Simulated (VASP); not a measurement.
Set up this calculation in VASP 6.6.1, as the native input.

```yaml
Task: single point
Functional: PBE
Potentials_or_basis: VASP PAW PBE potentials, release 64 (Zr_sv, Se)
Cutoff: 500 eV
k_mesh: 12 × 12 × 4
Occupations: fermi-dirac, width 0.02 eV
Spin: non-collinear spin, zero start, spin-orbit coupling
Starting_moments: "[[0.0, 0.0, 0.0], [0.0, 0.0, 0.0], [0.0, 0.0, 0.0]] μB"
Dipole_correction: no
Further_INCAR_settings: ALGO = Normal; EDIFF = 1e-06; NBANDS = 37
```

The structure of ZrSe2 lies in POSCAR:

```
ZrSe2
1.0
    3.7881125951      0.0000000000      0.0000000000
   -1.8940562976      3.2806017397      0.0000000000
    0.0000000000      0.0000000000      6.1800473385
Zr Se
1 2
Direct
    0.0000000000      0.0000000000      0.0000000000
    0.3333333333      0.6666666667      0.2538106342
    0.6666666667      0.3333333333      0.7461893658
```

The input as run:

INCAR

```
ALGO = Normal
EDIFF = 1E-6
ENCUT = 500
GGA = PE
GGA_COMPAT = F
ISIF = 2
ISMEAR = -1
LASPH = T
LCHARG = F
LMAXMIX = 4
LNONCOLLINEAR = T
LORBIT = 11
LORBMOM = T
LREAL = F
LSORBIT = T
LWAVE = F
MAGMOM = 0 0 0 0 0 0 0 0 0
NBANDS = 37
NELM = 200
PREC = Accurate
SIGMA = 0.02
```

KPOINTS

```
k-points
0
Gamma
  12 12 4
```

Potentials or basis: VASP PAW PBE potentials, release 64 (Zr_sv, Se).

The run is started by

```bash
$ cat potpaw_PBE.64/Zr_sv/POTCAR potpaw_PBE.64/Se/POTCAR > POTCAR
$ mpirun -np 1 vasp_ncl > vasp.out
```

It gave:

The pressure is 1.6 GPa, the largest force is 0.138 eV/Å and the net moment is 0.00 μB per cell. The valence electrons inside the program's atomic spheres are Zr 9.64; Se 3.89.

Caveat: this functional lacks dispersion, which binds the layers, so the pressure and a relaxed spacing across them are unreliable.

Run time: 4.2 min on 1 thread of Intel(R) Xeon(R) 6975P-C (Granite Rapids), with other jobs on the host, peak memory 0.51 GiB.
